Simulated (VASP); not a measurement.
A run of VASP 6.6.1:

The input POSCAR:

```
InAs
1.0
    3.5720909852      0.0000000000      0.0000000000
    0.0000000000      3.5720909852      0.0000000000
    0.0000000000      0.0000000000      3.5720909852
In As
1 1
Direct
    0.0000000000      0.0000000000      0.0000000000
    0.5000000000      0.5000000000      0.5000000000
```

The input INCAR.step1:

```
SYSTEM = InAs
PREC     = Accurate       ! precision mode
ENCUT    = 600            ! plane-wave cutoff, eV
ISMEAR   = -1             ! smearing method
SIGMA    = 0.02           ! smearing width, eV
LREAL    = .FALSE.        ! projectors in reciprocal space
LASPH    = .TRUE.         ! aspherical terms in the spheres
NELM     = 60             ! most SCF steps
GGA      = PE             ! functional
ALGO     = Normal         ! electronic algorithm
EDIFF    = 1E-4           ! SCF threshold, eV
LWAVE    = .TRUE.         ! write WAVECAR
LCHARG   = .FALSE.        ! write CHGCAR
```

Contents of INCAR.step2:

```
SYSTEM = InAs
PREC     = Accurate       ! precision mode
ENCUT    = 600            ! plane-wave cutoff, eV
EDIFF    = 1E-6           ! SCF threshold, eV
ISMEAR   = -1             ! smearing method
SIGMA    = 0.02           ! smearing width, eV
LREAL    = .FALSE.        ! projectors in reciprocal space
LASPH    = .TRUE.         ! aspherical terms in the spheres
NELM     = 60             ! most SCF steps
ALGO     = Normal         ! electronic algorithm
ISIF     = 3              ! what is computed and relaxed
LWAVE    = .FALSE.        ! write WAVECAR
LCHARG   = .FALSE.        ! write CHGCAR
METAGGA  = R2SCAN         ! meta-GGA
LMIXTAU  = .TRUE.       
IBRION   = 2              ! ionic algorithm
NSW      = 80             ! ionic steps
EDIFFG   = -0.005         ! ionic threshold
ISTART   = 1
```

The input KPOINTS:

```
Automatic mesh
0
G
  6 6 6
  0 0 0
```

Potentials or basis: VASP PAW PBE potentials, release 64 (In_d, As).

Run with:

```sh
$ cat potpaw_PBE.64/In_d/POTCAR potpaw_PBE.64/As/POTCAR > POTCAR
$ cp INCAR.step1 INCAR
$ mpirun -np 1 vasp_std > vasp.out
$ cp INCAR.step2 INCAR
$ mpirun -np 1 vasp_std > vasp.out
```

Hardware: 1 thread of Intel(R) Xeon(R) Platinum 8259CL CPU @ 2.50GHz (Skylake/Cascade Lake), with other jobs on the host.

Question: How long does it take, and how much memory?

Answer: Wall time 2.6 min on 1 thread of Intel(R) Xeon(R) Platinum 8259CL CPU @ 2.50GHz (Skylake/Cascade Lake), with other jobs on the host, peak memory 0.19 GiB. Counts: k points 20, ion steps 3.
